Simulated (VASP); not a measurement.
# TaF3 (Pm-3m) in VASP: further runs

Runs on TaF3. Level: PBE. Tasks: single point.

Program: VASP 6.6.1. These are calculated values, not measurements. Logs are shortened: lines on timing, memory, paths and dates and some standing lists are left out, and cuts for length are marked.

## 1. The cell of the first run

Symmetry: Pm-3m, No. 221, cubic system. Conventional cell: a = 3.933 Å, b = 3.933 Å, c = 3.933 Å, α = 90.00°, β = 90.00°, γ = 90.00°. Ta (site symmetry m-3m) has 6 F at 1.97 Å within 2.6 Å. Within 2.6 Å of F (site symmetry 4/mmm) lie 2 Ta at 1.97 Å.

## 2. Single point, PBE

Input file INCAR:

```
PREC = Accurate
ENCUT = 520
EDIFF = 1E-7
ISMEAR = -1
SIGMA = 0.15
LREAL = F
LASPH = T
NELM = 80
ALGO = Normal
ISIF = 2
LWAVE = F
LCHARG = F
GGA = PE
NBANDS = 24
```

Input file KPOINTS:

```
regular mesh
0
Gamma
  6 6 6
```

Input file POSCAR:

```
TaF3
1.0
    3.9334427845      0.0000000000      0.0000000000
    0.0000000000      3.9334427845      0.0000000000
    0.0000000000      0.0000000000      3.9334427845
Ta F
1 3
Direct
    0.0000000000      0.0000000000      0.0000000000
    0.5000000000      0.0000000000      0.0000000000
    0.0000000000      0.5000000000      0.0000000000
    0.0000000000      0.0000000000      0.5000000000
```

Potentials or basis: VASP PAW PBE potentials, release 64 (Ta_pv, F).

The run is started by

```sh
$ cat potpaw_PBE.64/Ta_pv/POTCAR potpaw_PBE.64/F/POTCAR > POTCAR
$ mpirun -np 1 vasp_std > vasp.out
```

OUTCAR:

```text
PREC = Accurate
   ENCUT = 520
   EDIFF = 1E-7
   ISMEAR = -1
   LREAL = F
   LASPH = T
   NELM = 80
   ISIF = 2
   GGA = PE

 ion  position               nearest neighbor table
   1  0.000  0.000  0.000-   2 1.97   3 1.97   4 1.97   4 1.97   3 1.97   2 1.97
   2  0.500  0.000  0.000-   1 1.97   1 1.97
   3  0.000  0.500  0.000-   1 1.97   1 1.97
   4  0.000  0.000  0.500-   1 1.97   1 1.97

  LATTYP: Found a simple cubic cell.
 ALAT       =     3.9334427845

  Lattice vectors:

 A1 = (   3.9334427845,   0.0000000000,   0.0000000000)
 A2 = (   0.0000000000,   3.9334427845,   0.0000000000)
 A3 = (   0.0000000000,   0.0000000000,   3.9334427845)

Analysis of symmetry for initial positions (statically):
=====================================================================
 Subroutine PRICEL returns:
 Original cell was already a primitive cell.

 Routine SETGRP: Setting up the symmetry group for a
 simple cubic supercell.

 Subroutine GETGRP returns: Found 48 space group operations
 (whereof 48 operations were pure point group operations)
 out of a pool of 48 trial point group operations.

The static configuration has the point symmetry O_h .

Analysis of symmetry for dynamics (positions and initial velocities):
=====================================================================
 Subroutine PRICEL returns:
 Original cell was already a primitive cell.

 Routine SETGRP: Setting up the symmetry group for a
 simple cubic supercell.

 Subroutine GETGRP returns: Found 48 space group operations
 (whereof 48 operations were pure point group operations)
 out of a pool of 48 trial point group operations.

The dynamic configuration has the point symmetry O_h .

 Subroutine INISYM returns: Found 48 space group operations
 (whereof 48 operations are pure point group operations),
 and found     1 'primitive' translations

----------------------------------------------------------------------------------------

                                     Primitive cell

  volume of cell :      60.8581

  direct lattice vectors                    reciprocal lattice vectors
     3.933442784  0.000000000  0.000000000     0.254230214  0.000000000  0.000000000
     0.000000000  3.933442784  0.000000000     0.000000000  0.254230214  0.000000000
     0.000000000  0.000000000  3.933442784     0.000000000  0.000000000  0.254230214

  length of vectors
     3.933442784  3.933442784  3.933442784     0.254230214  0.254230214  0.254230214

  position of ions in fractional coordinates (direct lattice)
     0.000000000  0.000000000  0.000000000
     0.500000000  0.000000000  0.000000000
     0.000000000  0.500000000  0.000000000
     0.000000000  0.000000000  0.500000000

  ion indices of the primitive-cell ions
   primitive index   ion index
                 1           1
                 2           2
                 3           3
                 4           4

----------------------------------------------------------------------------------------

 KPOINTS: regular mesh

Automatic generation of k-mesh.
 Grid dimensions read from file:
 generate k-points for:    6    6    6

 Generating k-lattice:

  Cartesian coordinates                     Fractional coordinates (reciprocal lattice)
     0.042371702  0.000000000  0.000000000     0.166666667  0.000000000  0.000000000
     0.000000000  0.042371702  0.000000000     0.000000000  0.166666667  0.000000000
     0.000000000  0.000000000  0.042371702     0.000000000  0.000000000  0.166666667

  Length of vectors
     0.042371702  0.042371702  0.042371702

  Shift w.r.t. Gamma in fractional coordinates (k-lattice)
     0.000000000  0.000000000  0.000000000

 Subroutine IBZKPT returns following result:
 ===========================================

 Found     20 irreducible k-points:

 Following reciprocal coordinates:
            Coordinates               Weight
  0.000000  0.000000  0.000000      1.000000
  0.166667  0.000000  0.000000      6.000000
  0.333333  0.000000  0.000000      6.000000
  0.500000  0.000000  0.000000      3.000000
  0.166667  0.166667  0.000000     12.000000
  0.333333  0.166667  0.000000     24.000000
[... 12 lines left out ...]
  0.500000  0.500000  0.333333      6.000000
  0.500000  0.500000  0.500000      1.000000
   k-points           NKPTS =     20   k-points in BZ     NKDIM =     20   number of bands    NBANDS=     24
   number of dos      NEDOS =    301   number of ions     NIONS =      4
   total plane-waves  NPLWV =  27000
   dimension x,y,z NGX =    30 NGY =   30 NGZ =   30
   dimension x,y,z NGXF=    60 NGYF=   60 NGZF=   60
   ions per type =               1   3
   NGX,Y,Z   is equivalent  to a cutoff of  12.68, 12.68, 12.68 a.u.
   NGXF,Y,Z  is equivalent  to a cutoff of  25.36, 25.36, 25.36 a.u.
 SYSTEM =  unknown system
   PREC   = accura    normal or accurate (medium, high low for compatibility)
   ISTART =      0    job   : 0-new  1-cont  2-samecut
   ICHARG =      2    charge: 1-file 2-atom 10-const
   ISPIN  =      1    spin polarized calculation?
   LNONCOLLINEAR =      F non collinear calculations
   LSORBIT =      F    spin-orbit coupling
   LASPH  =      T    aspherical Exc in radial PAW
   ENCUT  =  520.0 eV  38.22 Ry    6.18 a.u.   7.31  7.31  7.31*2*pi/ulx,y,z
   NELM   =     80;   NELMIN=  2; NELMDL= -5     # of ELM steps
   EDIFF  = 0.1E-06   stopping-criterion for ELM
   LREAL  =      F    real-space projection
   EDIFFG = 0.1E-05   stopping-criterion for IOM
   NSW    =      0    number of steps for IOM
   IBRION =     -1    ionic relax: 0-MD 1-quasi-New 2-CG
   NFREE  =      0    steps in history (QN), initial steepest desc. (CG)
   ISIF   =      2    stress and relaxation
   ISYM   =      2    0-nonsym 1-usesym 2-fastsym
   POTIM  = 0.5000    time-step for ionic-motion
   TEBEG  =    0.0;   TEEND  =   0.0 temperature during run
   PSTRESS=    0.0 pullay stress
   NELECT =      32.0000    total number of electrons
   NUPDOWN=      -1.0000    fix difference up-down
   EMIN   =  10.00;   EMAX   =-10.00  energy-range for DOS
   EFERMI =   0.00;   METHOD = LEGACY
   ISMEAR =    -1;   SIGMA  =   0.15  broadening in eV -4-tet -1-fermi 0-gaus
   EFERMI_NEDOS =   21; number of points for ismear=-14 and -15
   IALGO  =     38    algorithm
   IMIX   =      4    mixing-type and parameters
     AMIX     =   0.40;   BMIX     =  1.00
     AMIX_MAG =   1.60;   BMIX_MAG =  1.00
  volume/ion in A,a.u.               =      15.21       102.67
  Fermi-wavevector in a.u.,A,eV,Ry     =   1.321352  2.496994 23.755393  1.745972
  Thomas-Fermi vector in A             =   2.451112
   LORBIT       =      0    0 simple, 1 ext, 2 COOP (PROOUT), +10 PAW based schemes
   GGA     = PE    functional components
   LHFCALC =     F    Hartree Fock is set to
   AEXX    =    0.0000 exact exchange contribution
   IVDW    =     0    specifies the selected vdW correction
   LEPSILON=     F    determine dielectric tensor
   LRPA    =     F    only Hartree local field effects (RPA)
 non-spin polarized calculation
  energy-cutoff  :      520.00
  volume of cell :       60.86
 maximum number of plane-waves:      1662
 NGX is ok and might be reduce to    30
   NGX = 15   NGY = 15   NGZ = 15

 number of electron      31.9999974 magnetization

 Free energy of the ion-electron system (eV)
  ---------------------------------------------------
  ext. energy  EPLUGINS =         0.00000000
  ---------------------------------------------------
  free energy    TOTEN  =       -26.33947520 eV

  energy without entropy =      -26.14423119  energy(sigma->0) =      -26.24185320

 E-fermi :   4.7031     XC(G=0):  -8.9234

 val. band max:        4.6935522739   @ k =   0.1667   0.0000   0.0000
 cond. band min:       4.7198470773   @ k =   0.3333   0.3333   0.0000
 fundamental gap:      0.0262948035
 Fermi energy:         4.7031105065

 k-point     1 :       0.0000    0.0000    0.0000
  band No.  band energies     occupation
      1     -32.3260      2.00000
      2     -32.3260      2.00000
      3     -32.3260      2.00000
      4     -24.1660      2.00000
      5     -23.8423      2.00000
      6     -23.8423      2.00000
[... 16 lines left out ...]
     23      13.3668      0.00000
     24      13.4171      0.00000

 k-point     2 :       0.1667    0.0000    0.0000
  band No.  band energies     occupation
      1     -32.4144      2.00000
      2     -32.3247      2.00000
      3     -32.3247      2.00000
      4     -24.0986      2.00000
      5     -23.8411      2.00000
      6     -23.6359      2.00000
[... 16 lines left out ...]
     23      13.5932      0.00000
     24      13.6419      0.00000

 k-point     3 :       0.3333    0.0000    0.0000
  band No.  band energies     occupation
      1     -32.5811      2.00000
      2     -32.3221      2.00000
      3     -32.3221      2.00000
      4     -24.0592      2.00000
      5     -23.8383      2.00000
      6     -23.1094      2.00000
[... 16 lines left out ...]
     23      14.1027      0.00000
     24      14.3796      0.00000

 k-point     4 :       0.5000    0.0000    0.0000
  band No.  band energies     occupation
      1     -32.6599      2.00000
      2     -32.3208      2.00000
      3     -32.3208      2.00000
      4     -24.0509      2.00000
      5     -23.8366      2.00000
      6     -22.8231      2.00000
[... 16 lines left out ...]
     23      14.3955      0.00000
     24      15.0045      0.00000

 k-point     5 :       0.1667    0.1667    0.0000
  band No.  band energies     occupation
      1     -32.4137      2.00000
      2     -32.4124      2.00000
      3     -32.3234      2.00000
      4     -24.0160      2.00000
      5     -23.6899      2.00000
      6     -23.5938      2.00000
[... 16 lines left out ...]
     23      11.8295      0.00000
     24      13.8308      0.00000

 k-point     6 :       0.3333    0.1667    0.0000
  band No.  band energies     occupation
      1     -32.5796      2.00000
      2     -32.4103      2.00000
      3     -32.3208      2.00000
      4     -23.9784      2.00000
      5     -23.6454      2.00000
      6     -23.1073      2.00000
[... 16 lines left out ...]
     23      12.5190      0.00000
     24      14.2993      0.00000
[... 271 lines left out ...]
 k-point    17 :       0.3333    0.3333    0.3333
  band No.  band energies     occupation
      1     -32.5735      2.00000
      2     -32.5719      2.00000
      3     -32.5719      2.00000
      4     -23.1647      2.00000
      5     -23.0777      2.00000
      6     -23.0777      2.00000
[... 16 lines left out ...]
     23      11.7824      0.00000
     24      11.7824      0.00000

 k-point    18 :       0.5000    0.3333    0.3333
  band No.  band energies     occupation
      1     -32.6510      2.00000
      2     -32.5715      2.00000
      3     -32.5704      2.00000
      4     -23.1343      2.00000
      5     -23.0764      2.00000
      6     -22.8141      2.00000
[... 16 lines left out ...]
     23      11.6465      0.00000
     24      13.0993      0.00000

 k-point    19 :       0.5000    0.5000    0.3333
  band No.  band energies     occupation
      1     -32.6496      2.00000
      2     -32.6496      2.00000
      3     -32.5696      2.00000
      4     -23.1037      2.00000
      5     -22.8125      2.00000
      6     -22.8125      2.00000
[... 16 lines left out ...]
     23      11.9138      0.00000
     24      12.4088      0.00000

 k-point    20 :       0.5000    0.5000    0.5000
  band No.  band energies     occupation
      1     -32.6481      2.00000
      2     -32.6481      2.00000
      3     -32.6481      2.00000
      4     -22.8112      2.00000
      5     -22.8112      2.00000
      6     -22.8112      2.00000
[... 16 lines left out ...]
     23      12.3075      0.00000
     24      12.3075      0.00000

------------------------ aborting loop because EDIFF is reached ----------------------------------------

  FORCE on cell =-STRESS in cart. coord.  units (eV):
  Direction    XX          YY          ZZ          XY          YZ          ZX
  --------------------------------------------------------------------------------------
  -------------------------------------------------------------------------------------
  Total        8.0879682      8.0879682      8.0879682     -0.0000000      0.0000000      0.0000000
  in kB      212.9273779    212.9273779    212.9273779     -0.0000000      0.0000000      0.0000000
  external PRESSURE =     212.9273779 kB  Pullay stress =       0.0000000 kB

 VOLUME and BASIS-vectors are now :
 -----------------------------------------------------------------------------
  energy-cutoff  :      520.00
  volume of cell :       60.86
      direct lattice vectors                 reciprocal lattice vectors
     3.933442784  0.000000000  0.000000000     0.254230214  0.000000000  0.000000000
     0.000000000  3.933442784  0.000000000     0.000000000  0.254230214  0.000000000
     0.000000000  0.000000000  3.933442784     0.000000000  0.000000000  0.254230214

 POSITION                                       TOTAL-FORCE (eV/Angst)
 -----------------------------------------------------------------------------------
      0.00000      0.00000      0.00000         0.000000      0.000000      0.000000
      1.96672      0.00000      0.00000         0.000000      0.000000      0.000000
      0.00000      1.96672      0.00000         0.000000      0.000000      0.000000
      0.00000      0.00000      1.96672         0.000000      0.000000      0.000000
 -----------------------------------------------------------------------------------
    total drift:                                0.000000      0.000000      0.000000

  FREE ENERGIE OF THE ION-ELECTRON SYSTEM (eV)
  ---------------------------------------------------
  free  energy   TOTEN  =       -26.3394752044 eV

  energy  without entropy=      -26.1442311946  energy(sigma->0) =      -26.24185320
```

It took 12 s on 1 thread of AMD EPYC 9R45 (Zen 5), shared host; peak memory 0.15 GiB.

What came out:

| Quantity | Value |
| --- | --- |
| Free energy | -26.3395 eV |
| Pressure | 21.3 GPa |
| Band gap on the k mesh | zero (band 16 reaches 6.41 eV, above the bottom of band 17 at 3.52 eV) |

Caveat: spin-orbit coupling is left out, which moves the levels of the heavy elements.

## 3. Single point, PBE

This run uses another cell than the first one, of 15.96 Å³/atom, 1.049 times its volume.

Input file INCAR:

```
SYSTEM = TaF3
ALGO = Normal
EDIFF = 1E-6
ENCUT = 520
GGA = PE
ISIF = 2
ISMEAR = -1
LASPH = .TRUE.
LCHARG = .FALSE.
LREAL = .FALSE.
LWAVE = .FALSE.
NBANDS = 24
NELM = 60
PREC = Accurate
SIGMA = 0.15
```

Input file KPOINTS:

```
k-points
0
G
  6 6 6
  0 0 0
```

Input file POSCAR:

```
TaF3
1.0
    3.9963885281      0.0000000000      0.0000000000
    0.0000000000      3.9963885281      0.0000000000
    0.0000000000      0.0000000000      3.9963885281
Ta F
1 3
Direct
    0.0000000000      0.0000000000      0.0000000000
    0.5000000000      0.0000000000      0.0000000000
    0.0000000000      0.5000000000      0.0000000000
    0.0000000000      0.0000000000      0.5000000000
```

Potentials or basis: VASP PAW PBE potentials, release 64 (Ta_pv, F).

The run is started by

```sh
$ cat potpaw_PBE.64/Ta_pv/POTCAR potpaw_PBE.64/F/POTCAR > POTCAR
$ mpirun -np 1 vasp_std > vasp.out
```

Run time: 12 s. Hardware: 1 thread of AMD EPYC 9R45 (Zen 5), shared host; peak memory 0.15 GiB.

Results (log left out):

```yaml
Free_energy: -26.6593 eV
Pressure: 12.9 GPa
Band_gap_on_the_k_mesh: zero (band 16 reaches 5.76 eV, above the bottom of band 17 at 3.12 eV)
```

Levels at points of the mesh, in eV from the Fermi level:
| k point | band 13 | band 14 | band 15 | band 16 | band 17 | band 18 |
| --- | --- | --- | --- | --- | --- | --- |
| (0.00, 0.00, 0.00) | -8.70 | -8.70 | -8.70 | -1.08 | -1.08 | -1.08 |
| (0.50, 0.00, 0.00) | -8.82 | -8.71 | -8.71 | -1.00 | 0.33 | 0.33 |
| (0.50, 0.50, 0.00) | -9.05 | -9.05 | -8.11 | 0.42 | 0.42 | 1.35 |
| (0.50, 0.50, 0.50) | -8.11 | -8.11 | -8.11 | 1.56 | 1.56 | 1.56 |

Caveat: spin-orbit coupling is left out, which moves the levels of the heavy elements.

## 4. Single point, PBE

This run uses another cell than the first one, of 16.33 Å³/atom, 1.073 times its volume.

Input file INCAR:

```
  ALGO = Normal
  EDIFF = 1E-7
  ENCUT = 520
  GGA = PE
  ISIF = 2
  ISMEAR = -1
  LASPH = T
  LCHARG = T
  LELF = T
  LREAL = F
  LVHAR = T
  LWAVE = F
  NBANDS = 24
  NELM = 60
  PREC = Accurate
  SIGMA = 0.15
```

Input file KPOINTS:

```
k-points
0
Gamma
  6 6 6
```

Input file POSCAR:

```
TaF3
1.0
    4.0271311864      0.0000000000      0.0000000000
    0.0000000000      4.0271311864      0.0000000000
    0.0000000000      0.0000000000      4.0271311864
Ta F
1 3
Direct
    0.0000000000      0.0000000000      0.0000000000
    0.5000000000      0.0000000000      0.0000000000
    0.0000000000      0.5000000000      0.0000000000
    0.0000000000      0.0000000000      0.5000000000
```

The run is started by

```sh
$ cat potpaw_PBE.64/Ta_pv/POTCAR potpaw_PBE.64/F/POTCAR > POTCAR
$ mpirun -np 1 vasp_std > vasp.out
```

Run time: 15 s. Hardware: 1 thread of AMD EPYC 9R45 (Zen 5), shared host; peak memory 0.15 GiB.

It converged, with:

```
Free energy            : -26.7651 eV
Pressure               : 9.4 GPa
Band gap on the k mesh : zero (band 16 reaches 5.46 eV, above the bottom of band 17 at 2.93 eV)
```

Levels at points of the mesh, in eV from the Fermi level:
```
           k point  band 11  band 12  band 13  band 14  band 15  band 16  band 17  band 18  band 19  band 20
(0.00, 0.00, 0.00)    -8.57    -8.57    -8.53    -8.53    -8.53    -1.03    -1.03    -1.03    -0.24     2.13
(0.50, 0.00, 0.00)    -9.21    -9.13    -8.65    -8.55    -8.55    -0.96     0.32     0.32     1.98     2.23
(0.50, 0.50, 0.00)    -9.19    -9.19    -8.87    -8.87    -7.96     0.40     0.40     1.31     2.67     5.07
(0.50, 0.50, 0.50)   -10.35   -10.35    -7.96    -7.96    -7.96     1.50     1.50     1.50     4.20     6.48
```

Caveat: spin-orbit coupling is left out, which moves the levels of the heavy elements.

## 5. The runs side by side

| cell | gap on the mesh (eV) | pressure (GPa) |
| --- | --- | --- |
| a = 3.933 Å, 4 atoms | none | 21.3 |
| a = 3.996 Å, 4 atoms | none | 12.9 |
| a = 4.027 Å, 4 atoms | none | 9.4 |

Alike in all rows: task single point; level PBE; potentials or basis VASP PAW PBE potentials, release 64 (Ta_pv, F); no spin polarisation; k mesh 6 × 6 × 6; cutoff (eV) 520; smearing fermi-dirac 0.15 eV.

Caveats: spin-orbit coupling is left out, which moves the levels of the heavy elements.

Total energies depend on the potentials used, so only differences within one code and one set of settings carry meaning.
